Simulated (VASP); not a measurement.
Crystal: Ga2GeO4.

```
Ga Ge O
1.0
     5.12530    0.00000    0.00000
     0.00000    5.12530    0.00000
     0.00000    0.00000    2.97479
Ga Ge O
2 1 4
Direct
  0.50000 0.00000 0.50000
  0.00000 0.50000 0.50000
  0.00000 0.00000 0.00000
  0.23222 0.76778 0.00000
  0.23222 0.23222 0.00000
  0.76778 0.76778 0.00000
  0.76778 0.23222 0.00000
```

| Quantity | Value |
| --- | --- |
| Program | VASP 6.6.1 |
| Task | relaxation of cell and atoms |
| Functional | PBEsol |
| Potentials or basis | VASP PAW PBE potentials, release 64 (Ga_d, Ge_d, O) |
| Cutoff | 600 eV |
| k mesh | 4 × 4 × 8 |
| Occupations | fermi-dirac, width 0.03 eV |
| Spin | no spin polarisation |

At the start: pressure 23.5 GPa; volume 11.16 Å³/atom.

**Question.** Where does the relaxation end?

**Answer.** Over 11 steps the energy falls by 194.7 meV/atom and the volume is 11.46 Å³/atom (+2.6 %); space group P4/mmm (No. 123, to 0.1 Å) before and after.

Step by step:
```csv
step,energy change (eV),largest force (eV/Å),pressure (GPa),volume (Å³)
1,0.0000,4.4882,23.52,78.14
2,1.6373,2.5980,-24.37,97.54
3,-1.2182,0.6259,-5.95,84.52
4,-1.2430,0.3258,-3.97,83.84
5,-1.2467,0.1389,-2.78,83.45
6,-1.3411,0.0358,-1.25,81.58
7,-1.3626,0.0458,0.01,80.32
8,-1.3627,0.0505,0.12,80.22
9,-1.3627,0.0180,-0.29,80.28
10,-1.3628,0.0121,-0.07,80.25
11,-1.3629,0.0095,-0.01,80.21
```

Final structure:
```yaml
crystal:
  lattice:
    - [5.33500, 0.00000, 0.00000]
    - [0.00000, 5.33500, 0.00000]
    - [0.00000, 0.00000, 2.81800]
  atoms:
    - { symbol: Ga, position: [0.50000, 0.00000, 0.50000] }
    - { symbol: Ga, position: [0.00000, 0.50000, 0.50000] }
    - { symbol: Ge, position: [0.00000, 0.00000, 0.00000] }
    - { symbol: O, position: [0.24264, 0.75736, 0.00000] }
    - { symbol: O, position: [0.24264, 0.24264, 0.00000] }
    - { symbol: O, position: [0.75736, 0.75736, 0.00000] }
    - { symbol: O, position: [0.75736, 0.24264, 0.00000] }
```

Caveat: the PAW data sets were made with another functional, which shifts forces and pressure a little.
